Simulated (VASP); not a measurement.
Write the native input for VASP 6.6.1 that does the following.

* Task: single point
* Functional: PBE
* Potentials or basis: VASP PAW PBE potentials, release 64 (Ga_d, Sb)
* Cutoff: 500 eV
* k mesh: 5 × 5 × 5
* Occupations: gaussian, width 0.01 eV
* Spin: no spin polarisation
* Dipole correction: no
* Further INCAR settings: ALGO = Normal; EDIFF = 1e-06; NBANDS = 16

The structure of GaSb lies in POSCAR:

```
GaSb
1.0
    4.3260790000      0.0000000000      0.0000000000
    2.1630395000      3.7464943128      0.0000000000
    2.1630395000      1.2488314376      3.5322287123
Ga Sb
1 1
Direct
    0.0000000000      0.0000000000      0.0000000000
    0.2500000000      0.2500000000      0.2500000000
```

These files were run (other wordings do the same):

INCAR

```
SYSTEM = GaSb
PREC = Accurate ; ENCUT = 500
EDIFF = 1E-6 ; ISMEAR = 0
SIGMA = 0.01 ; LREAL = .FALSE.
LASPH = .TRUE. ; NELM = 120
ALGO = Normal ; ISIF = 2
LWAVE = .FALSE. ; LCHARG = .FALSE.
GGA = PE ; NBANDS = 16
GGA_COMPAT = .FALSE.
```

KPOINTS

```
regular mesh
0
G
  5 5 5
  0 0 0
```

Potentials or basis: VASP PAW PBE potentials, release 64 (Ga_d, Sb).

Command:

```console
$ cat potpaw_PBE.64/Ga_d/POTCAR potpaw_PBE.64/Sb/POTCAR > POTCAR
$ mpirun -np 1 vasp_std > vasp.out
```

Results of the run:

- Pressure: 2.4 GPa
- Band gap on the k mesh: 0.03 eV, direct

Caveat: spin-orbit coupling is left out, which moves the levels of the heavy elements.

It took 5.3 s on 1 thread of AMD EPYC 9R45 (Zen 5), with other jobs on the host, peak memory 0.14 GiB.
